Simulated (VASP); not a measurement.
Crystal: In.

```
In
1.0
    -1.86968    1.86968    1.86968
     1.86968   -1.86968    1.86968
     1.86968    1.86968   -1.86968
In
1
Direct
  0.00000 0.00000 0.00000
```

```yaml
Program: VASP 6.6.1
Task: relaxation of cell and atoms
Functional: revPBE
Potentials_or_basis: VASP PAW PBE potentials, release 64 (In_d)
Cutoff: 600 eV
k_mesh: 12 × 12 × 12
Occupations: fermi-dirac, width 0.1 eV
Spin: no spin polarisation
```

At the start: pressure 3.7 GPa; volume 26.14 Å³/atom.

How do energy, volume and symmetry change on relaxing?

Over 3 steps the energy falls by 27.8 meV/atom and the volume is 28.78 Å³/atom (+10.1 %); space group Im-3m (No. 229, to 0.05 Å).

The path:
```tsv
step	energy change (eV)	largest force (eV/Å)	pressure (GPa)	volume (Å³)
1	0.0000	0.0000	3.72	26.14
2	-0.0276	0.0000	0.28	28.51
3	-0.0278	0.0000	-0.02	28.78
```

Final structure:
```xyz
1
Lattice="-1.9306 1.9306 1.9306 1.9306 -1.9306 1.9306 1.9306 1.9306 -1.9306" Properties=species:S:1:pos:R:3 pbc="T T T"
In    0.0000    0.0000    0.0000
```

Caveat: the PAW data sets were made with another functional, which shifts forces and pressure a little.
